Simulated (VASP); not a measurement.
# TaN (Fm-3m) in VASP: relaxation of cell and atoms with r2SCAN+rVV10

Aim: the relaxation of cell and atoms of TaN with r2SCAN+rVV10.

All numbers are computed with VASP 6.6.1; they aren't measurements. Logs are shortened: lines on timing, memory, paths and dates and some standing lists are left out, and cuts for length are marked.

## Step 1: The cell of the first run

It takes space group Fm-3m (No. 225, cubic). Conventional cell: a = 4.358 Å, b = 4.358 Å, c = 4.358 Å, α = 90.00°, β = 90.00°, γ = 90.00°. Within 2.9 Å of Ta (site symmetry m-3m) lie 6 N at 2.18 Å. Within 2.9 Å of N (site symmetry m-3m) lie 6 Ta at 2.18 Å.

## Step 2: Relaxation of cell and atoms, r2SCAN+rVV10

POSCAR

```
TaN
1.0
    0.0000000000      2.1790000000      2.1790000000
    2.1790000000      0.0000000000      2.1790000000
    2.1790000000      2.1790000000      0.0000000000
Ta N
1 1
Direct
    0.5000000000      0.5000000000      0.5000000000
    0.0000000000      0.0000000000      0.0000000000
```

INCAR.step1

```
ALGO = Normal
EDIFF = 1E-4
ENCUT = 600
GGA = PE
ISMEAR = 0
LASPH = T
LCHARG = F
LREAL = F
LWAVE = T
NELM = 100
PREC = Accurate
SIGMA = 0.1
```

INCAR.step2

```
ALGO = Normal
BPARAM = 11.95
CPARAM = 0.0093
EDIFF = 1E-6
EDIFFG = -0.01
ENCUT = 600
IBRION = 2
ISIF = 3
ISMEAR = 0
ISTART = 1
IVDW_NL = 2
LASPH = T
LCHARG = F
LMIXTAU = T
LREAL = F
LUSE_VDW = T
LWAVE = F
METAGGA = R2SCAN
NELM = 100
NSW = 80
PREC = Accurate
SIGMA = 0.1
```

KPOINTS

```
k-points
0
Gamma
  13 13 13
```

Potentials or basis: VASP PAW PBE potentials, release 64 (Ta_pv, N).

Command:

```console
$ cat potpaw_PBE.64/Ta_pv/POTCAR potpaw_PBE.64/N/POTCAR > POTCAR
$ cp INCAR.step1 INCAR
$ mpirun -np 1 vasp_std > vasp.out
$ cp INCAR.step2 INCAR
$ mpirun -np 1 vasp_std > vasp.out
```

OUTCAR:

```text
BPARAM = 11.95
   EDIFF = 1E-6
   EDIFFG = -0.01
   ENCUT = 600
   IBRION = 2
   ISIF = 3
   ISMEAR = 0
   ISTART = 1
   IVDW_NL = 2
   LASPH = T
   LREAL = F
   METAGGA = R2SCAN
   NELM = 100
   NSW = 80
   PREC = Accurate

 ion  position               nearest neighbor table
   1  0.500  0.500  0.500-   2 2.18   2 2.18   2 2.18   2 2.18   2 2.18   2 2.18
   2  0.000  0.000  0.000-   1 2.18   1 2.18   1 2.18   1 2.18   1 2.18   1 2.18

  LATTYP: Found a face centered cubic cell.
 ALAT       =     4.3580000000

  Lattice vectors:

 A1 = (   0.0000000000,   2.1790000000,   2.1790000000)
 A2 = (   2.1790000000,   0.0000000000,   2.1790000000)
 A3 = (   2.1790000000,   2.1790000000,   0.0000000000)

Analysis of symmetry for initial positions (statically):
=====================================================================
 Subroutine PRICEL returns:
 Original cell was already a primitive cell.

 Routine SETGRP: Setting up the symmetry group for a
 face centered cubic supercell.

 Subroutine GETGRP returns: Found 48 space group operations
 (whereof 48 operations were pure point group operations)
 out of a pool of 48 trial point group operations.

The static configuration has the point symmetry O_h .

Analysis of symmetry for dynamics (positions and initial velocities):
=====================================================================
 Subroutine PRICEL returns:
 Original cell was already a primitive cell.

 Routine SETGRP: Setting up the symmetry group for a
 face centered cubic supercell.

 Subroutine GETGRP returns: Found 48 space group operations
 (whereof 48 operations were pure point group operations)
 out of a pool of 48 trial point group operations.

The dynamic configuration has the point symmetry O_h .

 Subroutine INISYM returns: Found 48 space group operations
 (whereof 48 operations are pure point group operations),
 and found     1 'primitive' translations

----------------------------------------------------------------------------------------

                                     Primitive cell

  volume of cell :      20.6920

  direct lattice vectors                    reciprocal lattice vectors
     0.000000000  2.179000000  2.179000000    -0.229463056  0.229463056  0.229463056
     2.179000000  0.000000000  2.179000000     0.229463056 -0.229463056  0.229463056
     2.179000000  2.179000000  0.000000000     0.229463056  0.229463056 -0.229463056

[... 99 lines left out ...]
   EFERMI_NEDOS =   21; number of points for ismear=-14 and -15
   IALGO  =     38    algorithm
   IMIX   =      4    mixing-type and parameters
     AMIX     =   0.40;   BMIX     =  1.00
     AMIX_MAG =   1.60;   BMIX_MAG =  1.00
  volume/ion in A,a.u.               =      10.35        69.82
  Fermi-wavevector in a.u.,A,eV,Ry     =   1.502615  2.839530 30.719922  2.257851
  Thomas-Fermi vector in A             =   2.613832
   LORBIT       =      0    0 simple, 1 ext, 2 COOP (PROOUT), +10 PAW based schemes
   METAGGA = R2SCAN    functional components
   LHFCALC =     F    Hartree Fock is set to
   AEXX    =    0.0000 exact exchange contribution
   IVDW_NL    =     2    kernel type
   BPARAM     =11.9500
   IVDW    =     0    specifies the selected vdW correction
   LEPSILON=     F    determine dielectric tensor
   LRPA    =     F    only Hartree local field effects (RPA)
 conjugate gradient relaxation of ions
 non-spin polarized calculation
 Gauss-broadening in eV      SIGMA  =   0.10
  energy-cutoff  :      600.00
  volume of cell :       20.69
 maximum number of plane-waves:       702
 NGX is ok and might be reduce to    28
   NGX = 13   NGY = 13   NGZ = 13

--------------------------------------- Ionic step        1  -------------------------------------------

 number of electron      16.0000001 magnetization

 Free energy of the ion-electron system (eV)
  ---------------------------------------------------
  ext. energy  EPLUGINS =         0.00000000
  ---------------------------------------------------
  free energy    TOTEN  =       -59.39230408 eV

  energy without entropy =      -59.39009646  energy(sigma->0) =      -59.39120027

------------------------ aborting loop because EDIFF is reached ----------------------------------------

  FORCE on cell =-STRESS in cart. coord.  units (eV):
  Direction    XX          YY          ZZ          XY          YZ          ZX
  --------------------------------------------------------------------------------------
  -------------------------------------------------------------------------------------
  Total        1.3352914      1.3352914      1.3352914      0.0000000      0.0000000      0.0000000
  in kB      103.3915237    103.3915237    103.3915237      0.0000000      0.0000000      0.0000000
  external PRESSURE =     103.3915237 kB  Pullay stress =       0.0000000 kB
[... 95 lines left out ...]
--------------------------------------- Ionic step        4  -------------------------------------------

 number of electron      15.9999999 magnetization

 Free energy of the ion-electron system (eV)
  ---------------------------------------------------
  ext. energy  EPLUGINS =         0.00000000
  ---------------------------------------------------
  free energy    TOTEN  =       -59.41029166 eV

  energy without entropy =      -59.40800980  energy(sigma->0) =      -59.40915073

 E-fermi :   9.6677     XC(G=0): -14.4794

 val. band max:        9.5120273614   @ k =   0.2308   0.1538   0.0769
 cond. band min:       9.6751336316   @ k =  -0.2308   0.2308   0.0000
 fundamental gap:      0.1631062701
 Fermi energy:         9.6677128533

 k-point     1 :       0.0000    0.0000    0.0000
  band No.  band energies     occupation
      1     -27.5252      2.00000
      2     -27.5252      2.00000
      3     -27.5252      2.00000
      4     -10.4171      2.00000
      5       5.4576      2.00000
      6       5.4576      2.00000
      7       5.4576      2.00000
      8       7.4313      2.00000
      9       7.4313      2.00000
     10       7.4313      2.00000
     11       9.7361      0.33318
     12       9.7361      0.33318
[... 331 lines left out ...]
 k-point    24 :       0.4615    0.1538    0.0000
  band No.  band energies     occupation
      1     -28.2867      2.00000
      2     -27.7014      2.00000
      3     -27.6576      2.00000
      4      -7.9840      2.00000
      5      -0.2301      2.00000
      6       1.9220      2.00000
      7       2.3164      2.00000
      8       8.6959      2.00000
      9      11.8427      0.00000
     10      11.9344      0.00000
     11      14.8543      0.00000
     12      15.3699      0.00000

 [... further k-points ...]
[... 5 lines left out ...]
  --------------------------------------------------------------------------------------
  -------------------------------------------------------------------------------------
  Total       -0.0012377     -0.0012377     -0.0012377      0.0000000      0.0000000      0.0000000
  in kB       -0.0932501     -0.0932501     -0.0932501      0.0000000      0.0000000      0.0000000
  external PRESSURE =      -0.0932501 kB  Pullay stress =       0.0000000 kB
[... 17 lines left out ...]
  FREE ENERGIE OF THE ION-ELECTRON SYSTEM (eV)
  ---------------------------------------------------
  free  energy   TOTEN  =       -59.4102916613 eV

  energy  without entropy=      -59.4080098028  energy(sigma->0) =      -59.40915073

 reached required accuracy - stopping structural energy minimisation
```

OUTCAR.step1:

```text
EDIFF = 1E-4
   ENCUT = 600
   GGA = PE
   ISMEAR = 0
   LASPH = T
[... 581 lines left out ...]
 -----------------------------------------------------------------------------------
      2.17900      2.17900      2.17900        -0.000000      0.000000     -0.000000
      0.00000      0.00000      0.00000         0.000000     -0.000000      0.000000
 -----------------------------------------------------------------------------------
    total drift:                                0.000000      0.000000      0.000000

  FREE ENERGIE OF THE ION-ELECTRON SYSTEM (eV)
  ---------------------------------------------------
  free  energy   TOTEN  =       -21.7949227565 eV

  energy  without entropy=      -21.7926313938  energy(sigma->0) =      -21.79377708
```

Wall time 12 min (1 thread of Intel Xeon 8259CL, shared host); peak memory 0.3 GiB.

What came out:

```
Free energy                           : -59.4103 eV
Relaxed volume                        : 10.63 Å³/atom
Relaxed cell                          : a = 3.110 Å, b = 3.110 Å, c = 3.110 Å, α = 60.00°, β = 60.00°, γ = 60.00°
Space group after relaxing (to 0.1 Å) : Fm-3m (No. 225)
Energy gained by relaxing             : 9.0 meV/atom
Ionic steps                           : 4
Pressure after relaxing               : 0.0 GPa
Band gap on the k mesh                : zero (bands 8 and 9 overlap by 4.01 eV)
```

The path:
| step | energy change (eV) | largest force (eV/Å) | pressure (GPa) | volume (Å³) |
| --- | --- | --- | --- | --- |
| 1 | 0.0000 | 0.0000 | 10.34 | 20.69 |
| 2 | 0.0847 | 0.0000 | -20.76 | 22.76 |
| 3 | -0.0180 | 0.0000 | -0.25 | 21.28 |
| 4 | -0.0180 | 0.0000 | -0.01 | 21.27 |

Final structure:
```xyz
2
Lattice="0.0000 2.1989 2.1989 2.1989 0.0000 2.1989 2.1989 2.1989 0.0000" Properties=species:S:1:pos:R:3 pbc="T T T"
Ta    2.1989    2.1989    2.1989
N     0.0000    0.0000    0.0000
```

Levels at points of the mesh, in eV from the Fermi level:
```csv
k point,band 4,band 5,band 6,band 7,band 8,band 9,band 10,band 11,band 12
"(0.00, 0.00, 0.00)",-20.08,-4.21,-4.21,-4.21,-2.24,-2.24,-2.24,0.07,0.07
```

Caveat: the PAW data sets were made with another functional, which shifts forces and pressure a little; spin-orbit coupling is left out, which moves the levels of the heavy elements. Zero-point motion and thermal expansion aren't in these numbers.
